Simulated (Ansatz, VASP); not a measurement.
One calculation of Si4Mo3, two programs

```
Si Mo
1.0
     5.25957    0.00000    0.00000
    -2.62979    4.55492    0.00000
     0.00000    0.00000    4.44867
Si Mo
4 3
Direct
  0.00000 0.00000 0.74902
  0.00000 0.00000 0.25098
  0.33333 0.66667 0.00000
  0.66667 0.33333 0.00000
  0.50000 0.00000 0.50000
  0.00000 0.50000 0.50000
  0.50000 0.50000 0.50000
```

Alike in both runs: functional PBE; k mesh 6 × 6 × 8; occupations gaussian, width 0.1 eV; no spin polarisation.

Ansatz relaxed the structure, and its values are those at the end. VASP's run is a single point on that final structure, the one shown.

```csv
,VASP,Ansatz
version,VASP 6.6.1,Ansatz 0.2.0
potentials or method,"VASP PAW PBE potentials, release 64 (Si, Mo_sv), cutoff 520 eV","scalar-relativistic, plane waves, PAW"
valence electrons in the cell,58,58
```

VASP gave:

```
gap on the k mesh at the Fermi level (eV) : none
pressure (GPa)                            : 0.2
```

Task: Estimate Ansatz's values.

Result: gap on the k mesh at the Fermi level (eV): none; pressure (GPa): 0.0.

A gap of «none» marks a metal or a gap that the smearing closes. With one functional, cell and mesh, what is left measures potentials, basis and numerics.
